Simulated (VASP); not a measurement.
Input of a VASP 6.6.1 run:

INCAR

```
SYSTEM = Al2Pt
PREC = Accurate
ENCUT = 520
EDIFF = 1E-7
ISMEAR = 0
SIGMA = 0.1
LREAL = .FALSE.
LASPH = .TRUE.
NELM = 60
ALGO = Fast
ISIF = 2
LWAVE = .FALSE.
LCHARG = .TRUE.
GGA = PS
LELF = .TRUE.
LVHAR = .TRUE.
NBANDS = 25
```

KPOINTS

```
regular mesh
0
G
  8 8 6
  0 0 0
```

The input POSCAR:

```
Al2Pt
1.0
    2.9814251891      2.9814251891      0.0000000000
   -2.9814251891      2.9814251891      0.0000000000
    0.0000000000      0.0000000000      5.6311714326
Al Pt
4 2
Direct
    0.0000000000      0.5000000000      0.7500000000
    0.5000000000      0.0000000000      0.7500000000
    0.5000000000      0.0000000000      0.2500000000
    0.0000000000      0.5000000000      0.2500000000
    0.0000000000      0.0000000000      0.0000000000
    0.5000000000      0.5000000000      0.5000000000
```

Potentials or basis: VASP PAW PBE potentials, release 64 (Al, Pt).

Run with:

```sh
$ cat potpaw_PBE.64/Al/POTCAR potpaw_PBE.64/Pt/POTCAR > POTCAR
$ mpirun -np 1 vasp_std > vasp.out
```

Predict the band gap on the k mesh.

zero (bands 16 and 17 overlap by 4.25 eV).

Predict the pressure.

3.4 GPa.

Stress tensor (GPa, compression positive):
```
1.93 0.00 0.00
0.00 1.93 0.00
0.00 0.00 6.32
```

Caveat: the cell differs from its parent crystal (uniaxial strain along c: -4.5 %); the cell stands under pressure; the PAW data sets were made with another functional, which shifts forces and pressure a little; spin-orbit coupling is left out, which moves the levels of the heavy elements.
